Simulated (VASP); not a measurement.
# MgO2 (R-3m) in VASP: further runs, part 2 of 2

VASP 6.6.1. Earlier steps stand in the parts before.

### Step 3. Single point, PBEsol (strain -0.050 along x and y, -0.050 along z)

The input, INCAR:

```
PREC = Accurate
ENCUT = 840
EDIFF = 1E-6
ISMEAR = 0
SIGMA = 0.05
LREAL = False
LASPH = True
NELM = 120
ALGO = Normal
ISIF = 2
LWAVE = False
LCHARG = False
GGA = PS
NBANDS = 18
GGA_COMPAT = False
```

The input, KPOINTS:

```
regular mesh
0
Gamma
  12 12 12
```

The input, POSCAR:

```
MgO2
1.0
    1.5245229652      0.8801837444      3.3192799312
   -1.5245229652      0.8801837444      3.3192799312
    0.0000000000     -1.7603674887      3.3192799312
Mg O
1 2
Direct
    0.0000000000      0.0000000000      0.0000000000
    0.4287860000      0.4287860000      0.4287860000
    0.5712140000      0.5712140000      0.5712140000
```

Potentials or basis: VASP PAW PBE potentials, release 64 (Mg_sv, O).

On the command line:

```bash
$ cat potpaw_PBE.64/Mg_sv/POTCAR potpaw_PBE.64/O/POTCAR > POTCAR
$ mpirun -np 1 vasp_std > vasp.out
```

Run time: 78 s. Hardware: 1 thread of Intel Xeon 6975P-C (Granite Rapids), shared host; peak memory 0.31 GiB.

It converged, with:

* Free energy: -16.9836 eV
* Pressure: 21.6 GPa
* Largest force: 0.705 eV/Å
* Band gap on the k mesh: 3.22 eV

Forces on the atoms (eV/Å):
```
Mg   0.000  0.000  0.000
O    0.000  0.000 -0.705
O    0.000  0.000  0.705
```

Stress tensor (GPa, compression positive):
```
16.83  0.00  0.00
 0.00 16.83  0.00
 0.00  0.00 31.12
```

Levels at points of the mesh, in eV from the valence-band top:
```csv
k point,band 9,band 10,band 11,band 12,band 13,band 14
"(0.00, 0.00, 0.00)",-3.99,-1.06,-1.06,5.00,5.58,13.36
"(0.50, 0.00, 0.00)",-4.45,-1.52,-1.34,4.91,8.98,11.35
"(0.50, 0.50, 0.00)",-5.17,-2.50,-0.22,4.36,7.78,11.80
"(0.50, 0.50, 0.50)",-4.65,0.00,0.00,3.22,4.86,10.88
```

Caveat: the cell differs from its parent crystal (strain -0.050 along x and y, -0.050 along z); the stress differs along the axes, from 17 to 31 GPa; the PAW data sets were made with another functional, which shifts forces and pressure a little.

### Step 4. Single point, PBEsol (strain -0.050 along x and y, +0.000 along z)

The input, INCAR:

```
PREC = Accurate ; ENCUT = 840
EDIFF = 1E-6 ; ISMEAR = 0
SIGMA = 0.05 ; LREAL = F
LASPH = T ; NELM = 120
ALGO = Normal ; ISIF = 2
LWAVE = F ; LCHARG = F
GGA = PS ; NBANDS = 18
GGA_COMPAT = F
```

KPOINTS is that of step 3.

The input, POSCAR:

```
MgO2
1.0
    1.5245229652      0.8801837444      3.4939788749
   -1.5245229652      0.8801837444      3.4939788749
    0.0000000000     -1.7603674887      3.4939788749
Mg O
1 2
Direct
    0.0000000000      0.0000000000      0.0000000000
    0.4287860000      0.4287860000      0.4287860000
    0.5712140000      0.5712140000      0.5712140000
```

On the command line:

```bash
$ cat potpaw_PBE.64/Mg_sv/POTCAR potpaw_PBE.64/O/POTCAR > POTCAR
$ mpirun -np 1 vasp_std > vasp.out
```

It took 3.4 min on 1 thread of Intel Xeon Platinum 8259CL at 2.50GHz (Skylake/Cascade Lake), shared host; peak memory 0.35 GiB.

Results (log left out):

```
Free energy            : -17.0996 eV
Pressure               : 7.9 GPa
Largest force          : 0.928 eV/Å
Band gap on the k mesh : 2.03 eV
```

Forces in eV/Å, atoms in the order of the input:
```
Mg   0.000  0.000  0.000
O    0.000  0.000  0.928
O    0.000  0.000 -0.928
```

Stress tensor (GPa, compression positive):
```
13.48  0.00  0.00
 0.00 13.48  0.00
 0.00  0.00 -3.37
```

Levels at points of the mesh, in eV from the valence-band top:
| k point | band 8 | band 9 | band 10 | band 11 | band 12 | band 13 | band 14 | band 15 |
| --- | --- | --- | --- | --- | --- | --- | --- | --- |
| (0.00, 0.00, 0.00) | -3.24 | -3.24 | -0.88 | -0.88 | 4.71 | 5.39 | 12.53 | 14.22 |
| (0.50, 0.00, 0.00) | -6.46 | -3.71 | -1.47 | -1.33 | 3.94 | 9.30 | 11.67 | 13.31 |
| (0.50, 0.50, 0.00) | -5.77 | -4.35 | -2.49 | -0.27 | 3.28 | 8.44 | 12.16 | 13.33 |
| (0.50, 0.50, 0.50) | -3.81 | -3.81 | 0.00 | 0.00 | 2.03 | 5.56 | 10.23 | 15.54 |

Caveat: the cell differs from its parent crystal (strain -0.050 along x and y, +0.000 along z); the stress differs along the axes, from -3 to 13 GPa; the PAW data sets were made with another functional, which shifts forces and pressure a little. A k mesh can miss the band edges.

### Step 5. Single point, PBEsol (strain -0.025 along x and y, +0.025 along z)

INCAR is that of step 4.

KPOINTS is that of step 4.

The input, POSCAR:

```
MgO2
1.0
    1.5646419906      0.9033464745      3.5813283468
   -1.5646419906      0.9033464745      3.5813283468
    0.0000000000     -1.8066929489      3.5813283468
Mg O
1 2
Direct
    0.0000000000      0.0000000000      0.0000000000
    0.4287860000      0.4287860000      0.4287860000
    0.5712140000      0.5712140000      0.5712140000
```

On the command line:

```bash
$ cat potpaw_PBE.64/Mg_sv/POTCAR potpaw_PBE.64/O/POTCAR > POTCAR
$ mpirun -np 1 vasp_std > vasp.out
```

Run time: 4.2 min. Hardware: 1 thread of Intel Xeon Platinum 8488C (Sapphire Rapids), shared host; peak memory 0.36 GiB.

The run converged. Its results:

| Quantity | Value |
| --- | --- |
| Free energy | -17.1315 eV |
| Pressure | -3.6 GPa |
| Largest force | 1.056 eV/Å |
| Band gap on the k mesh | 1.63 eV |

Forces on the atoms (eV/Å):
```
Mg   0.000  0.000  0.000
O    0.000  0.000  1.056
O    0.000  0.000 -1.056
```

Stress tensor (GPa, compression positive):
```
  3.12   0.00   0.00
  0.00   3.12   0.00
  0.00   0.00 -17.15
```

Levels at points of the mesh, in eV from the valence-band top:
| k point | band 8 | band 9 | band 10 | band 11 | band 12 | band 13 | band 14 | band 15 |
| --- | --- | --- | --- | --- | --- | --- | --- | --- |
| (0.00, 0.00, 0.00) | -2.96 | -2.96 | -0.77 | -0.77 | 4.34 | 5.07 | 11.91 | 13.61 |
| (0.50, 0.00, 0.00) | -5.92 | -3.37 | -1.34 | -1.22 | 3.60 | 9.02 | 10.96 | 12.80 |
| (0.50, 0.50, 0.00) | -5.27 | -3.98 | -2.31 | -0.21 | 2.91 | 8.35 | 11.63 | 12.48 |
| (0.50, 0.50, 0.50) | -3.47 | -3.47 | 0.00 | 0.00 | 1.63 | 5.50 | 9.45 | 15.02 |

Caveat: the cell differs from its parent crystal (strain -0.025 along x and y, +0.025 along z); the stress differs along the axes, from -17 to 3 GPa; the PAW data sets were made with another functional, which shifts forces and pressure a little.

### Step 6. Single point, PBEsol (strain +0.050 along x and y, +0.000 along z)

The input, INCAR:

```
SYSTEM = MgO2
ALGO = Normal
EDIFF = 1E-6
ENCUT = 840
GGA = PS
GGA_COMPAT = .False.
ISIF = 2
ISMEAR = 0
LASPH = .True.
LCHARG = .False.
LREAL = .False.
LWAVE = .False.
NBANDS = 18
NELM = 120
PREC = Accurate
SIGMA = 0.05
```

The input, KPOINTS:

```
k-points
0
Gamma
  12 12 12
  0 0 0
```

The input, POSCAR:

```
MgO2
1.0
    1.6849990668      0.9728346648      3.4939788749
   -1.6849990668      0.9728346648      3.4939788749
    0.0000000000     -1.9456693296      3.4939788749
Mg O
1 2
Direct
    0.0000000000      0.0000000000      0.0000000000
    0.4287860000      0.4287860000      0.4287860000
    0.5712140000      0.5712140000      0.5712140000
```

Potentials or basis: VASP PAW PBE potentials, release 64 (Mg_sv, O).

On the command line:

```bash
$ cat potpaw_PBE.64/Mg_sv/POTCAR potpaw_PBE.64/O/POTCAR > POTCAR
$ mpirun -np 1 vasp_std > vasp.out
```

OUTCAR:

```text
SYSTEM = MgO2
   EDIFF = 1E-6
   ENCUT = 840
   GGA = PS
   ISIF = 2
   ISMEAR = 0
   LASPH = .True.
   LREAL = .False.
   NELM = 120
   PREC = Accurate

 ion  position               nearest neighbor table
   1  0.000  0.000  0.000-
   2  0.429  0.429  0.429-   3 1.49
   3  0.571  0.571  0.571-   2 1.49

  LATTYP: Found a trigonal (rhomboedric) cell.
 ALAT       =     3.9991896077
 COS(alpha) =     0.6449534192

  Lattice vectors:
[... 696 lines left out ...]

  FORCE on cell =-STRESS in cart. coord.  units (eV):
  Direction    XX          YY          ZZ          XY          YZ          ZX
  --------------------------------------------------------------------------------------
  -------------------------------------------------------------------------------------
  Total       -3.0894372     -3.0894372     -1.4312260      0.0000000     -0.0000000      0.0000000
  in kB     -144.0388771   -144.0388771    -66.7280693      0.0000000     -0.0000000      0.0000000
  external PRESSURE =    -118.2686078 kB  Pullay stress =       0.0000000 kB

 VOLUME and BASIS-vectors are now :
 -----------------------------------------------------------------------------
  energy-cutoff  :      840.00
  volume of cell :       34.36
      direct lattice vectors                 reciprocal lattice vectors
     1.684999067  0.972834665  3.493978875     0.296736069  0.171320650  0.095402218
    -1.684999067  0.972834665  3.493978875    -0.296736069  0.171320650  0.095402218
     0.000000000 -1.945669330  3.493978875     0.000000000 -0.342641299  0.095402218

 POSITION                                       TOTAL-FORCE (eV/Angst)
 -----------------------------------------------------------------------------------
      0.00000      0.00000      0.00000        -0.000000     -0.000000     -0.000000
      0.00000      0.00000      4.49451         0.000000     -0.000000     -0.313001
      0.00000      0.00000      5.98743         0.000000      0.000000      0.313001
 -----------------------------------------------------------------------------------
    total drift:                                0.000000     -0.000000      0.000000

  FREE ENERGIE OF THE ION-ELECTRON SYSTEM (eV)
  ---------------------------------------------------
  free  energy   TOTEN  =       -16.9992172690 eV

  energy  without entropy=      -16.9992172690  energy(sigma->0) =      -16.99921727
```

Run time: 4.8 min. Hardware: 1 thread of Intel Xeon Platinum 8375C at 2.90GHz (Ice Lake), shared host; peak memory 0.38 GiB.

Results:

| Item | Value |
| --- | --- |
| Free energy | -16.9992 eV |
| Pressure | -11.8 GPa |
| Largest force | 0.313 eV/Å |
| Band gap on the k mesh | 2.29 eV |

Forces in eV/Å, atoms in the order of the input:
```
Mg   0.000  0.000  0.000
O    0.000  0.000 -0.313
O    0.000  0.000  0.313
```

Caveat: the cell differs from its parent crystal (strain +0.050 along x and y, +0.000 along z); the stress differs along the axes, from -14 to -7 GPa; the PAW data sets were made with another functional, which shifts forces and pressure a little. A k mesh can miss the band edges.

### Step 7. The runs side by side

| cell | gap on the mesh (eV) | pressure (GPa) | largest force (eV/Å) |
| --- | --- | --- | --- |
| a = 3.933 Å, angles 46.9°, 3 atoms | 2.13 | 0.9 | 0.52 |
| a = 3.757 Å, angles 47.9°, 3 atoms | 3.22 | 21.6 | 0.70 |
| a = 3.912 Å, angles 45.9°, 3 atoms | 2.03 | 7.9 | 0.93 |
| a = 4.011 Å, angles 45.9°, 3 atoms | 1.63 | -3.6 | 1.06 |
| a = 3.999 Å, angles 49.8°, 3 atoms | 2.29 | -11.8 | 0.31 |

Alike in all rows: task single point; level PBEsol; potentials or basis VASP PAW PBE potentials, release 64 (Mg_sv, O); no spin polarisation; k mesh 12 × 12 × 12; cutoff (eV) 840; smearing gaussian 0.05 eV.

Caveats: the PAW data sets were made with another functional, which shifts forces and pressure a little; the stress differs along the axes, from -5 to 4 GPa (at least some runs); the stress differs along the axes, from 17 to 31 GPa (at least some runs); the stress differs along the axes, from -3 to 13 GPa (at least some runs); the stress differs along the axes, from -17 to 3 GPa (at least some runs); the stress differs along the axes, from -14 to -7 GPa (at least some runs).

Absolute energies hang on the potentials; compare differences alone.
